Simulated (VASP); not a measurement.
# ScAl (P4mm) in VASP: a series of runs

Runs on ScAl. Level: r2SCAN. Tasks: single point.

Everything below comes from runs of VASP 6.6.1. Logs are shortened: lines on timing, memory, paths and dates and some standing lists are left out, and cuts for length are marked.

**1. The cell of the first run**

The structure is tetragonal, space group P4mm (No. 99). The conventional cell has a = 3.370 Å, b = 3.370 Å, c = 3.370 Å, α = 90.00°, β = 90.00°, γ = 90.00°. Within 3.8 Å of Sc (site symmetry 4mm) lie 8 Al at 2.86 to 2.99 Å and 6 Sc at 3.37 Å. Within 3.8 Å of Al (site symmetry 4mm) lie 8 Sc at 2.86 to 2.99 Å and 6 Al at 3.37 Å.

**2. Single point, r2SCAN (all Al atoms moved +0.113 Å, as atom 2 along Cartesian [1 0 0])**

Contents of POSCAR:

```
ScAl
1.0
    3.3703489700      0.0000000000      0.0000000000
    0.0000000000      3.3703489700      0.0000000000
    0.0000000000      0.0000000000      3.3703489700
Sc Al
1 1
Direct
    0.5000000000      0.5000000000      0.5000000000
    0.0333793328      0.0000000000      0.0000000000
```

Contents of INCAR.step1:

```
SYSTEM = ScAl
PREC     = Accurate       ! precision mode
ENCUT    = 520            ! plane-wave cutoff, eV
ISMEAR   = 0              ! smearing method
SIGMA    = 0.15           ! smearing width, eV
LREAL    = .False.        ! projectors in reciprocal space
LASPH    = .True.         ! aspherical terms in the spheres
NELM     = 100            ! most SCF steps
NBANDS   = 14             ! bands
GGA      = PE             ! functional
ALGO     = Normal         ! electronic algorithm
EDIFF    = 1E-4           ! SCF threshold, eV
LWAVE    = .True.         ! write WAVECAR
LCHARG   = .False.        ! write CHGCAR
```

Contents of INCAR.step2:

```
SYSTEM = ScAl
PREC     = Accurate       ! precision mode
ENCUT    = 520            ! plane-wave cutoff, eV
EDIFF    = 1E-6           ! SCF threshold, eV
ISMEAR   = 0              ! smearing method
SIGMA    = 0.15           ! smearing width, eV
LREAL    = .False.        ! projectors in reciprocal space
LASPH    = .True.         ! aspherical terms in the spheres
NELM     = 100            ! most SCF steps
ALGO     = Normal         ! electronic algorithm
ISIF     = 2              ! what is computed and relaxed
LWAVE    = .False.        ! write WAVECAR
LCHARG   = .False.        ! write CHGCAR
METAGGA  = R2SCAN         ! meta-GGA
LMIXTAU  = .True.       
NBANDS   = 14             ! bands
ISTART   = 1
```

Contents of KPOINTS:

```
regular mesh
0
Gamma
  14 14 14
  0 0 0
```

Potentials or basis: VASP PAW PBE potentials, release 64 (Sc_sv, Al).

Launch:

```sh
> cat potpaw_PBE.64/Sc_sv/POTCAR potpaw_PBE.64/Al/POTCAR > POTCAR
> cp INCAR.step1 INCAR
> mpirun -np 1 vasp_std > vasp.out
> cp INCAR.step2 INCAR
> mpirun -np 1 vasp_std > vasp.out
```

OUTCAR:

```text
SYSTEM = ScAl
   PREC = Accurate
   ENCUT = 520
   EDIFF = 1E-6
   ISMEAR = 0
   LREAL = .False.
   LASPH = .True.
   NELM = 100
   ISIF = 2
   METAGGA = R2SCAN
   ISTART = 1

 ion  position               nearest neighbor table
   1  0.500  0.500  0.500-   2 2.86   2 2.86   2 2.86   2 2.86   2 2.99   2 2.99   2 2.99   2 2.99

   2  0.033  0.000  0.000-   1 2.86   1 2.86   1 2.86   1 2.86   1 2.99   1 2.99   1 2.99   1 2.99

  LATTYP: Found a simple cubic cell.
 ALAT       =     3.3703489700

  Lattice vectors:

 A1 = (   3.3703489700,   0.0000000000,   0.0000000000)
 A2 = (   0.0000000000,   3.3703489700,   0.0000000000)
 A3 = (   0.0000000000,   0.0000000000,   3.3703489700)

Analysis of symmetry for initial positions (statically):
=====================================================================
 Subroutine PRICEL returns:
 Original cell was already a primitive cell.

 Routine SETGRP: Setting up the symmetry group for a
 simple cubic supercell.

 Subroutine GETGRP returns: Found  8 space group operations
 (whereof  8 operations were pure point group operations)
 out of a pool of 48 trial point group operations.

The static configuration has the point symmetry C_4v.

Analysis of symmetry for dynamics (positions and initial velocities):
=====================================================================
 Subroutine PRICEL returns:
 Original cell was already a primitive cell.

 Routine SETGRP: Setting up the symmetry group for a
 simple cubic supercell.

 Subroutine GETGRP returns: Found  8 space group operations
 (whereof  8 operations were pure point group operations)
 out of a pool of 48 trial point group operations.

The dynamic configuration has the point symmetry C_4v.

 Subroutine INISYM returns: Found  8 space group operations
 (whereof  8 operations are pure point group operations),
 and found     1 'primitive' translations

----------------------------------------------------------------------------------------

                                     Primitive cell

  volume of cell :      38.2846

  direct lattice vectors                    reciprocal lattice vectors
     3.370348970  0.000000000  0.000000000     0.296705181  0.000000000  0.000000000
     0.000000000  3.370348970  0.000000000     0.000000000  0.296705181  0.000000000
     0.000000000  0.000000000  3.370348970     0.000000000  0.000000000  0.296705181

  length of vectors
     3.370348970  3.370348970  3.370348970     0.296705181  0.296705181  0.296705181

  position of ions in fractional coordinates (direct lattice)
     0.500000000  0.500000000  0.500000000
     0.033379333  0.000000000  0.000000000

  ion indices of the primitive-cell ions
   primitive index   ion index
                 1           1
                 2           2

----------------------------------------------------------------------------------------

 KPOINTS: regular mesh

Automatic generation of k-mesh.
 Grid dimensions read from file:
 generate k-points for:   14   14   14

 Generating k-lattice:

  Cartesian coordinates                     Fractional coordinates (reciprocal lattice)
     0.021193227  0.000000000  0.000000000     0.071428571  0.000000000  0.000000000
     0.000000000  0.021193227  0.000000000     0.000000000  0.071428571  0.000000000
     0.000000000  0.000000000  0.021193227     0.000000000  0.000000000  0.071428571

  Length of vectors
     0.021193227  0.021193227  0.021193227

  Shift w.r.t. Gamma in fractional coordinates (k-lattice)
     0.000000000  0.000000000  0.000000000

 Subroutine IBZKPT returns following result:
 ===========================================

 Found    288 irreducible k-points:

 Following reciprocal coordinates:
            Coordinates               Weight
  0.000000  0.000000  0.000000      1.000000
  0.071429  0.000000  0.000000      2.000000
  0.000000  0.071429  0.000000      4.000000
  0.142857  0.000000  0.000000      2.000000
  0.000000  0.142857  0.000000      4.000000
  0.214286  0.000000  0.000000      2.000000
[... 16 lines left out ...]
  0.071429  0.000000  0.214286      8.000000
  0.285714  0.071429  0.000000      8.000000
 [... further k-points ...]
   k-points           NKPTS =    288   k-points in BZ     NKDIM =    288   number of bands    NBANDS=     14
   number of dos      NEDOS =    301   number of ions     NIONS =      2
   total plane-waves  NPLWV =  21952
   dimension x,y,z NGX =    28 NGY =   28 NGZ =   28
   dimension x,y,z NGXF=    56 NGYF=   56 NGZF=   56
   ions per type =               1   1
   NGX,Y,Z   is equivalent  to a cutoff of  13.81, 13.81, 13.81 a.u.
   NGXF,Y,Z  is equivalent  to a cutoff of  27.62, 27.62, 27.62 a.u.
 SYSTEM =  ScAl
   PREC   = accura    normal or accurate (medium, high low for compatibility)
   ISTART =      1    job   : 0-new  1-cont  2-samecut
   ICHARG =      0    charge: 1-file 2-atom 10-const
   ISPIN  =      1    spin polarized calculation?
   LNONCOLLINEAR =      F non collinear calculations
   LSORBIT =      F    spin-orbit coupling
   LASPH  =      T    aspherical Exc in radial PAW
   ENCUT  =  520.0 eV  38.22 Ry    6.18 a.u.   6.27  6.27  6.27*2*pi/ulx,y,z
   NELM   =    100;   NELMIN=  2; NELMDL=  0     # of ELM steps
   EDIFF  = 0.1E-05   stopping-criterion for ELM
   LREAL  =      F    real-space projection
   EDIFFG = 0.1E-04   stopping-criterion for IOM
   NSW    =      0    number of steps for IOM
   IBRION =     -1    ionic relax: 0-MD 1-quasi-New 2-CG
   NFREE  =      0    steps in history (QN), initial steepest desc. (CG)
   ISIF   =      2    stress and relaxation
   ISYM   =      2    0-nonsym 1-usesym 2-fastsym
   POTIM  = 0.5000    time-step for ionic-motion
   TEBEG  =    0.0;   TEEND  =   0.0 temperature during run
   PSTRESS=    0.0 pullay stress
   NELECT =      14.0000    total number of electrons
   NUPDOWN=      -1.0000    fix difference up-down
   EMIN   =  10.00;   EMAX   =-10.00  energy-range for DOS
   EFERMI =   0.00;   METHOD = LEGACY
   ISMEAR =     0;   SIGMA  =   0.15  broadening in eV -4-tet -1-fermi 0-gaus
   EFERMI_NEDOS =   21; number of points for ismear=-14 and -15
   IALGO  =     38    algorithm
   IMIX   =      4    mixing-type and parameters
     AMIX     =   0.40;   BMIX     =  1.00
     AMIX_MAG =   1.60;   BMIX_MAG =  1.00
  volume/ion in A,a.u.               =      19.14       129.18
  Fermi-wavevector in a.u.,A,eV,Ry     =   1.170692  2.212287 18.647052  1.370520
  Thomas-Fermi vector in A             =   2.307147
   LORBIT       =      0    0 simple, 1 ext, 2 COOP (PROOUT), +10 PAW based schemes
   METAGGA = R2SCAN    functional components
   LHFCALC =     F    Hartree Fock is set to
   AEXX    =    0.0000 exact exchange contribution
   IVDW    =     0    specifies the selected vdW correction
   LEPSILON=     F    determine dielectric tensor
   LRPA    =     F    only Hartree local field effects (RPA)
 non-spin polarized calculation
 Gauss-broadening in eV      SIGMA  =   0.15
  energy-cutoff  :      520.00
  volume of cell :       38.28
 maximum number of plane-waves:      1064
 NGX is ok and might be reduce to    28
   NGX = 13   NGY = 13   NGZ = 13

 number of electron      14.0000002 magnetization

 Free energy of the ion-electron system (eV)
  ---------------------------------------------------
  ext. energy  EPLUGINS =         0.00000000
  ---------------------------------------------------
  free energy    TOTEN  =       -19.02964704 eV

  energy without entropy =      -19.02112357  energy(sigma->0) =      -19.02538530

 E-fermi :   6.1662     XC(G=0): -11.0256

 val. band max:        6.1575085821   @ k =   0.5000   0.3571   0.0714
 cond. band min:       6.1711460566   @ k =   0.3571   0.0714   0.0000
 fundamental gap:      0.0136374745
 Fermi energy:         6.1661985870

 k-point     1 :       0.0000    0.0000    0.0000
  band No.  band energies     occupation
      1     -45.4498      2.00000
      2     -23.0636      2.00000
      3     -23.0627      2.00000
      4     -23.0627      2.00000
      5      -2.8946      2.00000
      6       5.4238      2.00000
      7       5.4287      2.00000
      8       9.0734      0.00000
      9       9.0734      0.00000
     10       9.0914      0.00000
     11      10.0524      0.00000
     12      10.0524      0.00000
     13      10.0617      0.00000
     14      15.0057      0.00000

 k-point     2 :       0.0714    0.0000    0.0000
  band No.  band energies     occupation
      1     -45.4491      2.00000
      2     -23.0731      2.00000
      3     -23.0618      2.00000
      4     -23.0618      2.00000
      5      -2.8176      2.00000
      6       5.3366      2.00000
      7       5.4693      2.00000
      8       8.7943      0.00000
      9       8.7943      0.00000
     10       9.1028      0.00000
     11       9.8467      0.00000
     12      10.3822      0.00000
     13      10.3822      0.00000
     14      14.9095      0.00000

 k-point     3 :       0.0000    0.0714    0.0000
  band No.  band energies     occupation
      1     -45.4491      2.00000
      2     -23.0722      2.00000
      3     -23.0628      2.00000
      4     -23.0618      2.00000
      5      -2.8175      2.00000
      6       5.3406      2.00000
      7       5.4659      2.00000
      8       8.7852      0.00000
      9       8.8056      0.00000
     10       9.1101      0.00000
     11       9.7936      0.00000
     12      10.3843      0.00000
     13      10.4299      0.00000
     14      14.8786      0.00000
[... 324 lines left out ...]
 k-point    23 :       0.0714    0.0000    0.2143
  band No.  band energies     occupation
      1     -45.4430      2.00000
      2     -23.1359      2.00000
      3     -23.0662      2.00000
      4     -23.0552      2.00000
      5      -2.1420      2.00000
      6       4.4760      2.00000
      7       5.7055      1.99999
      8       7.7068      0.00000
      9       7.8898      0.00000
     10       9.0657      0.00000
     11       9.4622      0.00000
     12      11.4436      0.00000
     13      11.8869      0.00000
     14      14.1614      0.00000

 k-point    24 :       0.2857    0.0714    0.0000
  band No.  band energies     occupation
      1     -45.4396      2.00000
      2     -23.1782      2.00000
      3     -23.0614      2.00000
      4     -23.0514      2.00000
      5      -1.6404      2.00000
      6       3.6436      2.00000
      7       5.9318      1.97288
      8       7.3951      0.00000
      9       7.5561      0.00000
     10       9.1165      0.00000
     11       9.5573      0.00000
     12      12.0561      0.00000
     13      12.6124      0.00000
     14      13.6634      0.00000

 [... further k-points ...]
[... 5 lines left out ...]
  --------------------------------------------------------------------------------------
  -------------------------------------------------------------------------------------
  Total        0.0776523      0.1320111      0.1320111      0.0000000      0.0000000      0.0000000
  in kB        3.2496782      5.5245440      5.5245440      0.0000000      0.0000000      0.0000000
  external PRESSURE =       4.7662554 kB  Pullay stress =       0.0000000 kB

 VOLUME and BASIS-vectors are now :
 -----------------------------------------------------------------------------
  energy-cutoff  :      520.00
  volume of cell :       38.28
      direct lattice vectors                 reciprocal lattice vectors
     3.370348970  0.000000000  0.000000000     0.296705181  0.000000000  0.000000000
     0.000000000  3.370348970  0.000000000     0.000000000  0.296705181  0.000000000
     0.000000000  0.000000000  3.370348970     0.000000000  0.000000000  0.296705181

 POSITION                                       TOTAL-FORCE (eV/Angst)
 -----------------------------------------------------------------------------------
      1.68517      1.68517      1.68517         0.605504      0.000000     -0.000000
      0.11250      0.00000      0.00000        -0.605504     -0.000000      0.000000
 -----------------------------------------------------------------------------------
    total drift:                                0.000413      0.000000      0.000000

  FREE ENERGIE OF THE ION-ELECTRON SYSTEM (eV)
  ---------------------------------------------------
  free  energy   TOTEN  =       -19.0296470361 eV

  energy  without entropy=      -19.0211235656  energy(sigma->0) =      -19.02538530
```

Wall time 4.1 min (1 thread of Intel Xeon 6975P-C (Granite Rapids), shared host); peak memory 0.29 GiB.

Results:

```
Free energy            : -19.0296 eV
Pressure               : 0.5 GPa
Largest force          : 0.606 eV/Å
Band gap on the k mesh : zero (band 7 reaches 6.52 eV, above the bottom of band 8 at 5.29 eV)
```

Forces in eV/Å, atoms in the order of the input:
```
Sc   0.606  0.000  0.000
Al  -0.606  0.000  0.000
```

Caveat: the cell differs from its parent crystal (all Al atoms moved +0.113 Å, as atom 2 along Cartesian [1 0 0]); the PAW data sets were made with another functional, which shifts forces and pressure a little.

**3. Single point, r2SCAN (all Al atoms moved +0.037 Å, as atom 2 along Cartesian [1 0 0])**

POSCAR, as its differences from that of step 2:

```diff
@@ -9,2 +9,2 @@
     0.5000000000      0.5000000000      0.5000000000
-    0.0333793328      0.0000000000      0.0000000000
+    0.0111264443      0.0000000000      0.0000000000
```

Contents of INCAR.step1:

```
ALGO = Normal
EDIFF = 1E-4
ENCUT = 520
GGA = PE
ISMEAR = 0
LASPH = True
LCHARG = False
LREAL = False
LWAVE = True
NBANDS = 14
NELM = 60
PREC = Accurate
SIGMA = 0.15
```

Contents of INCAR.step2:

```
ALGO = Normal
EDIFF = 1E-6
ENCUT = 520
ISIF = 2
ISMEAR = 0
ISTART = 1
LASPH = True
LCHARG = False
LMIXTAU = True
LREAL = False
LWAVE = False
METAGGA = R2SCAN
NBANDS = 14
NELM = 60
PREC = Accurate
SIGMA = 0.15
```

Contents of KPOINTS:

```
k-points
0
Gamma
  14 14 14
```

Potentials or basis: VASP PAW PBE potentials, release 64 (Sc_sv, Al).

Launch:

```sh
> cat potpaw_PBE.64/Sc_sv/POTCAR potpaw_PBE.64/Al/POTCAR > POTCAR
> cp INCAR.step1 INCAR
> mpirun -np 1 vasp_std > vasp.out
> cp INCAR.step2 INCAR
> mpirun -np 1 vasp_std > vasp.out
```

Run time: 4.3 min. Hardware: 1 thread of Intel Xeon 6975P-C (Granite Rapids), shared host; peak memory 0.28 GiB.

It converged, with:

- Free energy: -19.0600 eV
- Pressure: 0.2 GPa
- Largest force: 0.202 eV/Å
- Band gap on the k mesh: zero (band 7 reaches 6.53 eV, above the bottom of band 8 at 5.28 eV)

Forces in eV/Å, atoms in the order of the input:
```
Sc   0.202  0.000  0.000
Al  -0.202  0.000  0.000
```

Levels at points of the mesh, in eV from the Fermi level:
```csv
k point,band 5,band 6,band 7,band 8,band 9,band 10
"(0.00, 0.00, 0.00)",-9.07,-0.73,-0.73,2.93,2.93,2.93
"(0.50, 0.00, 0.00)",-6.12,-4.95,0.31,0.87,0.87,3.17
"(0.00, 0.50, 0.00)",-6.12,-4.95,0.31,0.86,0.87,3.17
"(0.50, 0.50, 0.00)",-4.99,-2.18,-2.18,-0.90,1.67,1.67
"(0.00, 0.50, 0.50)",-4.99,-2.18,-2.18,-0.90,1.67,1.67
"(0.50, 0.50, 0.50)",-2.78,-2.78,-2.78,-0.33,2.88,2.88
```

Caveat: the cell differs from its parent crystal (all Al atoms moved +0.037 Å, as atom 2 along Cartesian [1 0 0]); the PAW data sets were made with another functional, which shifts forces and pressure a little.
